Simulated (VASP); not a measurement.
Here is a VASP 6.6.1 calculation.

INCAR

```
PREC = Accurate ; ENCUT = 520
EDIFF = 1E-6 ; ISMEAR = 0
SIGMA = 0.05 ; LREAL = F
LASPH = T ; NELM = 100
ALGO = Normal ; ISIF = 2
LWAVE = F ; LCHARG = T
GGA = PE ; LELF = T
LVHAR = T ; NBANDS = 15
```

The input KPOINTS:

```
Automatic mesh
0
Gamma
  6 6 4
```

The input POSCAR:

```
MgI2
1.0
    4.2072027146      0.0000000000      0.0000000000
   -2.1036013573      3.6435444297      0.0000000000
    0.0000000000      0.0000000000      7.4992540219
Mg I
1 2
Direct
    0.0000000000      0.0000000000      0.0000000000
    0.3333333333      0.6666666667      0.7771762210
    0.6666666667      0.3333333333      0.2228237790
```

Potentials or basis: VASP PAW PBE potentials, release 64 (Mg, I).

Launch:

```console
$ cat potpaw_PBE.64/Mg/POTCAR potpaw_PBE.64/I/POTCAR > POTCAR
$ mpirun -np 1 vasp_std > vasp.out
```

Predict the largest force.

0.012 eV/Å.

Predict the band gap on the k mesh.

3.60 eV, indirect (least direct gap 3.69 eV).

What does it give for the pressure?

0.0 GPa.

Stress tensor (GPa, compression positive):
```
-0.02  0.00  0.00
 0.00 -0.02  0.00
 0.00  0.00  0.08
```

Caveat: the cell differs from its parent crystal (engineering shear strain xz +0.0000, normal strain along z -0.0400); spin-orbit coupling is left out, which moves the levels of the heavy elements; this functional lacks dispersion, which binds the layers, so the pressure and a relaxed spacing across them are unreliable. A k mesh can miss the band edges.
